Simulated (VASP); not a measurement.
Set up this calculation in VASP 6.6.1, as the native input.

- Task: single point
- Functional: PBE
- Potentials or basis: VASP PAW PBE potentials, release 64 (Al, In_d, Sb)
- Cutoff: 520 eV
- k mesh: 6 × 6 × 2
- Occupations: gaussian, width 0.1 eV
- Spin: no spin polarisation
- Dipole correction: no
- Further INCAR settings: ALGO = Normal; EDIFF = 1e-07; NBANDS = 31

The structure of AlIn2Sb3 lies in POSCAR:

```
AlIn2Sb3
1.0
    4.5916574000      0.0000000000      0.0000000000
   -2.2958287000      3.9764920000      0.0000000000
    0.0000000000      0.0000000000     11.2654252000
Al In Sb
1 2 3
Direct
    0.3333333000      0.6666667000      0.6670400000
    0.0000000000      0.0000000000      0.9941110000
    0.6666667000      0.3333333000      0.3379010000
    0.0000000000      0.0000000000      0.7388430000
    0.3333333000      0.6666667000      0.4279650000
    0.6666667000      0.3333333000      0.0841400000
```

The input as run:

INCAR

```
PREC = Accurate
ENCUT = 520
EDIFF = 1E-7
ISMEAR = 0
SIGMA = 0.1
LREAL = False
LASPH = True
NELM = 80
ALGO = Normal
ISIF = 2
LWAVE = False
LCHARG = False
GGA = PE
NBANDS = 31
```

KPOINTS

```
regular mesh
0
Gamma
  6 6 2
```

Potentials or basis: VASP PAW PBE potentials, release 64 (Al, In_d, Sb).

The run is started by

```sh
$ cat potpaw_PBE.64/Al/POTCAR potpaw_PBE.64/In_d/POTCAR potpaw_PBE.64/Sb/POTCAR > POTCAR
$ mpirun -np 1 vasp_std > vasp.out
```

It gave:

* Pressure: 0.1 GPa
* Largest force: 0.017 eV/Å
* Band gap on the k mesh: zero (filled and empty bands touch)

Caveat: semilocal functionals underestimate gaps, and a narrow one can read as zero; spin-orbit coupling is left out, which moves the levels of the heavy elements.

Run time: 49 s on 1 thread of Intel(R) Xeon(R) 6975P-C (Granite Rapids), on a shared host, peak memory 0.36 GiB.
